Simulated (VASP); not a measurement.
Here is a VASP 6.6.1 calculation.

INCAR

```
PREC     = Accurate       # precision mode
ENCUT    = 520            # plane-wave cutoff, eV
EDIFF    = 1E-6           # SCF threshold, eV
ISMEAR   = 0              # smearing method
SIGMA    = 0.05           # smearing width, eV
LREAL    = F              # projectors in reciprocal space
LASPH    = T              # aspherical terms in the spheres
NELM     = 150            # most SCF steps
ALGO     = Normal         # electronic algorithm
ISIF     = 2              # what is computed and relaxed
LWAVE    = F              # write WAVECAR
LCHARG   = T              # write CHGCAR
ISPIN    = 2              # spin polarisation
MAGMOM   = 4.27 -4.27 0 0 # initial moments
LORBIT   = 11             # projections on sites
LMAXMIX  = 4              # l up to which the mixer works
GGA      = PE             # functional
LELF     = T              # ELF
LVHAR    = T            
NBANDS   = 31             # bands
```

The input KPOINTS:

```
Automatic mesh
0
Gamma
  12 12 8
```

File POSCAR:

```
MnO
1.0
    3.0125738706      0.0000000000      0.0000000000
   -1.5062869353      2.6089655027      0.0000000000
    0.0000000000      0.0000000000      5.2278455411
Mn O
2 2
Direct
    0.0000000000      0.0000000000      0.0000000000
    0.0000000000      0.0000000000      0.5000000000
    0.3333333333      0.6666666667      0.2499999633
    0.6666666667      0.3333333333      0.7500000367
```

Potentials or basis: VASP PAW PBE potentials, release 64 (Mn_pv, O).

Launch:

```bash
$ cat potpaw_PBE.64/Mn_pv/POTCAR potpaw_PBE.64/O/POTCAR > POTCAR
$ mpirun -np 1 vasp_std > vasp.out
```

(1) What does it give for the band gap on the k mesh?

(2) Predict the net moment.

Answers

(1) 0.53 eV.

(2) 0.00 μB per cell.

Caveat: semilocal functionals underestimate gaps, and a narrow one can read as zero.
